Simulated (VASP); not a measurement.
Wanted: the native input for a VASP 6.6.1 run.

| Property | Result |
| --- | --- |
| Task | single point |
| Functional | PBEsol |
| Potentials or basis | VASP PAW PBE potentials, release 64 (Cu) |
| Cutoff | 520 eV |
| k mesh | 22 × 22 × 22 |
| Occupations | gaussian, width 0.15 eV |
| Spin | no spin polarisation |
| Dipole correction | no |
| Further INCAR settings | ALGO = Normal; EDIFF = 1e-06; NBANDS = 12 |

The structure of Cu lies in POSCAR:

```
Cu
1.0
    0.0000000000      1.7816422171      1.7816422171
    1.7816422171      0.0000000000      1.7816422171
    1.7816422171      1.7816422171      0.0000000000
Cu
1
Direct
    0.0000000000      0.0000000000      0.0000000000
```

One way to write it, as run:

INCAR

```
PREC = Accurate ; ENCUT = 520
EDIFF = 1E-6 ; ISMEAR = 0
SIGMA = 0.15 ; LREAL = F
LASPH = T ; NELM = 60
ALGO = Normal ; ISIF = 2
LWAVE = F ; LCHARG = F
GGA = PS ; NBANDS = 12
```

KPOINTS

```
Automatic mesh
0
Gamma
  22 22 22
```

Potentials or basis: VASP PAW PBE potentials, release 64 (Cu).

Command:

```console
$ cat potpaw_PBE.64/Cu/POTCAR > POTCAR
$ mpirun -np 1 vasp_std > vasp.out
```

Results of the run:

| Property | Result |
| --- | --- |
| Pressure | 0.8 GPa |
| Band gap on the k mesh | zero (an odd number of electrons rules out a gap without spin polarisation) |

Caveat: the PAW data sets were made with another functional, which shifts forces and pressure a little.

Run time: 28 s on 1 thread of AMD EPYC 9R45 96-Core Processor (Zen 5) (shared host), peak memory 0.13 GiB.
